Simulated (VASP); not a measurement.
## CdTe: single point with HF

The system is CdTe.

```
Te Cd
1.0
     0.00000    3.26786    3.26786
     3.26786    0.00000    3.26786
     3.26786    3.26786    0.00000
Te Cd
1 1
Direct
  0.75000 0.75000 0.75000
  0.00000 0.00000 0.00000
```

```yaml
Program: VASP 6.6.1
Task: single point
Functional: HF
Potentials_or_basis: VASP PAW PBE potentials, release 64 (Te, Cd)
Cutoff: 520 eV
k_mesh: 4 × 4 × 4
Occupations: fermi-dirac, width 0.05 eV
Spin: no spin polarisation
```

| Quantity | Value |
| --- | --- |
| Pressure | 2.7 GPa |
| Band gap on the k mesh | 6.67 eV |

Levels at points of the mesh, in eV from the valence-band top:
| k point | band 6 | band 7 | band 8 | band 9 | band 10 | band 11 | band 12 | band 13 |
| --- | --- | --- | --- | --- | --- | --- | --- | --- |
| (0.00, 0.00, 0.00) | -12.95 | 0.00 | 0.00 | 0.00 | 6.67 | 11.60 | 11.60 | 11.60 |
| (0.50, 0.00, 0.00) | -12.00 | -5.36 | -0.92 | -0.92 | 8.10 | 12.09 | 12.09 | 13.85 |
| (0.50, 0.50, 0.00) | -11.64 | -5.16 | -2.25 | -2.25 | 8.52 | 9.32 | 15.96 | 16.60 |

Run time: 19 min on 1 thread of Intel(R) Xeon(R) Platinum 8375C CPU @ 2.90GHz (Ice Lake) (shared host), peak memory 0.22 GiB.

Caveat: the PAW data sets were made with another functional, which shifts forces and pressure a little; spin-orbit coupling is left out, which moves the levels of the heavy elements.
